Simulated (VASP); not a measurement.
# GaN (rocksalt type) (Fm-3m) in VASP: density of states with LDA

Aim: the density of states of GaN (rocksalt type) with LDA.

Everything below comes from runs of VASP 6.6.1. Logs are shortened: lines on timing, memory, paths and dates and some standing lists are left out, and cuts for length are marked.

**1. The cell of the first run**

The structure is cubic, space group Fm-3m (No. 225). The conventional cell has a = 4.007 Å, b = 4.007 Å, c = 4.007 Å, α = 90.00°, β = 90.00°, γ = 90.00°. Within 2.7 Å of Ga (site symmetry m-3m) lie 6 N at 2.00 Å. Within 2.7 Å of N (site symmetry m-3m) lie 6 Ga at 2.00 Å.

**2. Density of states, LDA (volume scaled by 0.88)**

Input file POSCAR:

```
GaN
1.0
    0.0000000000      2.0033789415      2.0033789415
    2.0033789415      0.0000000000      2.0033789415
    2.0033789415      2.0033789415      0.0000000000
Ga N
1 1
Direct
    0.0000000000      0.0000000000      0.0000000000
    0.5000000000      0.5000000000      0.5000000000
```

Input file INCAR.step1:

```
SYSTEM = GaN
ALGO = Normal ; EDIFF = 1E-6
ENCUT = 520 ; ISIF = 2
ISMEAR = -1 ; LASPH = .True.
LCHARG = .True. ; LREAL = .False.
LWAVE = .False. ; NBANDS = 16
NELM = 100 ; PREC = Accurate
SIGMA = 0.1
```

Input file KPOINTS.step1:

```
k-points
0
Gamma
  17 17 17
  0 0 0
```

Input file INCAR.step2:

```
SYSTEM = GaN
ALGO = Normal ; EDIFF = 1E-6
ENCUT = 520 ; ICHARG = 11
ISIF = 2 ; ISMEAR = -5
LASPH = .True. ; LCHARG = .False.
LORBIT = 11 ; LREAL = .False.
LWAVE = .False. ; NBANDS = 16
NEDOS = 2001 ; NELM = 100
PREC = Accurate ; SIGMA = 0.1
```

Input file KPOINTS.step2:

```
k-points
0
Gamma
  26 26 26
  0 0 0
```

Potentials or basis: VASP PAW LDA potentials, release 64 (Ga_d, N).

On the command line:

```sh
$ cat potpaw_LDA.64/Ga_d/POTCAR potpaw_LDA.64/N/POTCAR > POTCAR
$ cp INCAR.step1 INCAR
$ cp KPOINTS.step1 KPOINTS
$ mpirun -np 1 vasp_std > vasp.out
$ cp INCAR.step2 INCAR
$ cp KPOINTS.step2 KPOINTS
$ mpirun -np 1 vasp_std > vasp.out
```

OUTCAR:

```text
SYSTEM = GaN
   EDIFF = 1E-6
   ENCUT = 520
   ICHARG = 11
   ISIF = 2
   ISMEAR = -5
   LASPH = .True.
   LORBIT = 11
   LREAL = .False.
   NELM = 100
   PREC = Accurate

 ion  position               nearest neighbor table
   1  0.000  0.000  0.000-   2 2.00   2 2.00   2 2.00   2 2.00   2 2.00   2 2.00
   2  0.500  0.500  0.500-   1 2.00   1 2.00   1 2.00   1 2.00   1 2.00   1 2.00

  LATTYP: Found a face centered cubic cell.
 ALAT       =     4.0067578830

  Lattice vectors:

 A1 = (   0.0000000000,   2.0033789415,   2.0033789415)
 A2 = (   2.0033789415,   0.0000000000,   2.0033789415)
 A3 = (   2.0033789415,   2.0033789415,   0.0000000000)

Analysis of symmetry for initial positions (statically):
=====================================================================
 Subroutine PRICEL returns:
 Original cell was already a primitive cell.

 Routine SETGRP: Setting up the symmetry group for a
 face centered cubic supercell.

 Subroutine GETGRP returns: Found 48 space group operations
 (whereof 48 operations were pure point group operations)
 out of a pool of 48 trial point group operations.

The static configuration has the point symmetry O_h .

Analysis of symmetry for dynamics (positions and initial velocities):
=====================================================================
 Subroutine PRICEL returns:
 Original cell was already a primitive cell.

 Routine SETGRP: Setting up the symmetry group for a
 face centered cubic supercell.

 Subroutine GETGRP returns: Found 48 space group operations
 (whereof 48 operations were pure point group operations)
 out of a pool of 48 trial point group operations.

The dynamic configuration has the point symmetry O_h .

 Subroutine INISYM returns: Found 48 space group operations
 (whereof 48 operations are pure point group operations),
 and found     1 'primitive' translations

----------------------------------------------------------------------------------------

                                     Primitive cell

  volume of cell :      16.0812

  direct lattice vectors                    reciprocal lattice vectors
     0.000000000  2.003378941  2.003378941    -0.249578345  0.249578345  0.249578345
     2.003378941  0.000000000  2.003378941     0.249578345 -0.249578345  0.249578345
     2.003378941  2.003378941  0.000000000     0.249578345  0.249578345 -0.249578345

  length of vectors
     2.833205670  2.833205670  2.833205670     0.432282373  0.432282373  0.432282373

[... 90 lines left out ...]
   POTIM  = 0.5000    time-step for ionic-motion
   TEBEG  =    0.0;   TEEND  =   0.0 temperature during run
   PSTRESS=    0.0 pullay stress
   NELECT =      18.0000    total number of electrons
   NUPDOWN=      -1.0000    fix difference up-down
   EMIN   =  10.00;   EMAX   =-10.00  energy-range for DOS
   EFERMI =   0.00;   METHOD = LEGACY
   ISMEAR =    -5;   SIGMA  =   0.10  broadening in eV -4-tet -1-fermi 0-gaus
   EFERMI_NEDOS =   21; number of points for ismear=-14 and -15
   IALGO  =     38    algorithm
   IMIX   =      4    mixing-type and parameters
     AMIX     =   0.40;   BMIX     =  1.00
     AMIX_MAG =   1.60;   BMIX_MAG =  1.00
  volume/ion in A,a.u.               =       8.04        54.26
  Fermi-wavevector in a.u.,A,eV,Ry     =   1.699779  3.212117 39.310633  2.889250
  Thomas-Fermi vector in A             =   2.780034
   LORBIT       =     11    0 simple, 1 ext, 2 COOP (PROOUT), +10 PAW based schemes
   GGA     = CA    functional components
   LHFCALC =     F    Hartree Fock is set to
   AEXX    =    0.0000 exact exchange contribution
   IVDW    =     0    specifies the selected vdW correction
   LEPSILON=     F    determine dielectric tensor
   LRPA    =     F    only Hartree local field effects (RPA)
 non-spin polarized calculation
 Fermi weights with tetrahedron method with Bloechl corrections
  energy-cutoff  :      520.00
  volume of cell :       16.08
 maximum number of plane-waves:       448
 NGX is ok and might be reduce to    24

 number of electron      18.0000001 magnetization

 Free energy of the ion-electron system (eV)
  ---------------------------------------------------
  ext. energy  EPLUGINS =         0.00000000
  ---------------------------------------------------
  free energy    TOTEN  =       -12.79680763 eV

  energy without entropy =      -12.79680763  energy(sigma->0) =      -12.79680763

 E-fermi :   9.9031     XC(G=0): -14.4252

 val. band max:        9.8827670190   @ k =  -0.1923   0.1538   0.0000
 cond. band min:      11.3813724296   @ k =   0.5000   0.5000   0.0000
 fundamental gap:      1.4986054106
 Fermi energy:         9.9031272543

 k-point     1 :       0.0000    0.0000    0.0000
  band No.  band energies     occupation
      1      -9.0844      2.00000
      2      -4.2330      2.00000
      3      -4.2330      2.00000
      4      -4.2330      2.00000
      5      -4.1052      2.00000
      6      -4.1052      2.00000
[... 433 lines left out ...]
      3      -4.4509      2.00000
      4      -4.3962      2.00000
      5      -3.9314      2.00000
      6      -3.9188      2.00000
[... 8 lines left out ...]
     15      31.4111      0.00000
     16      32.8296      0.00000

 [... further k-points ...]

------------------------ aborting loop because EDIFF is reached ----------------------------------------

  FORCE on cell =-STRESS in cart. coord.  units (eV):
  Direction    XX          YY          ZZ          XY          YZ          ZX
  --------------------------------------------------------------------------------------
  -------------------------------------------------------------------------------------
  Total        4.4986493      4.4986493      4.4986493     -0.0000000     -0.0000000     -0.0000000
  in kB      448.2016050    448.2016050    448.2016050     -0.0000000     -0.0000000     -0.0000000
  external PRESSURE =     448.2016050 kB  Pullay stress =       0.0000000 kB

 VOLUME and BASIS-vectors are now :
 -----------------------------------------------------------------------------
  energy-cutoff  :      520.00
  volume of cell :       16.08
      direct lattice vectors                 reciprocal lattice vectors
     0.000000000  2.003378941  2.003378941    -0.249578345  0.249578345  0.249578345
     2.003378941  0.000000000  2.003378941     0.249578345 -0.249578345  0.249578345
     2.003378941  2.003378941  0.000000000     0.249578345  0.249578345 -0.249578345

 POSITION                                       TOTAL-FORCE (eV/Angst)
 -----------------------------------------------------------------------------------
      0.00000      0.00000      0.00000         0.000000      0.000000     -0.000000
      2.00338      2.00338      2.00338        -0.000000     -0.000000      0.000000
 -----------------------------------------------------------------------------------
    total drift:                                0.000000      0.000000     -0.000000

  FREE ENERGIE OF THE ION-ELECTRON SYSTEM (eV)
  ---------------------------------------------------
  free  energy   TOTEN  =       -12.7968076302 eV

  energy  without entropy=      -12.7968076302  energy(sigma->0) =      -12.79680763

 total charge

# of ion       s       p       d       tot
------------------------------------------
    1        0.751   0.933  10.337  12.021
    2        1.225   2.605   0.000   3.830
--------------------------------------------------
tot          1.976   3.538  10.337  15.851
```

OSZICAR.step1:

```text
N       E                     dE             d eps       ncg     rms          rms(c)
DAV:   1     0.676100254900E+02    0.67610E+02   -0.91508E+03  6272   0.222E+03
DAV:   2    -0.113611219022E+02   -0.78971E+02   -0.73737E+02  6088   0.314E+02
DAV:   3    -0.148608214870E+02   -0.34997E+01   -0.34896E+01  6016   0.573E+01
DAV:   4    -0.148845831911E+02   -0.23762E-01   -0.23759E-01  6544   0.478E+00
DAV:   5    -0.148848333522E+02   -0.25016E-03   -0.25016E-03  6192   0.461E-01    0.776E+00
DAV:   6    -0.128667542511E+02    0.20181E+01   -0.42380E+00  7568   0.468E+01    0.248E+00
DAV:   7    -0.128244614419E+02    0.42293E-01   -0.23213E-01  6352   0.469E+00    0.157E+00
DAV:   8    -0.127972874916E+02    0.27174E-01   -0.25512E-02  7200   0.235E+00    0.330E-01
DAV:   9    -0.127962659178E+02    0.10216E-02   -0.45231E-03  6896   0.217E+00    0.823E-02
DAV:  10    -0.127961541942E+02    0.11172E-03   -0.37024E-04  6176   0.265E-01    0.142E-02
DAV:  11    -0.127961526851E+02    0.15091E-05   -0.23834E-05  6904   0.530E-02    0.137E-02
DAV:  12    -0.127961526068E+02    0.78347E-07   -0.32311E-07  4296   0.116E-02
   1 F= -.12796153E+02 E0= -.12796147E+02  d E =-.106380E-04
```

Run time: 2.5 min. Hardware: 1 thread of AMD EPYC 7R13 (Zen 3), shared host; peak memory 0.21 GiB.

What came out:

```
Valence electrons inside the program's atomic spheres : Ga 12.02; N 3.83
```
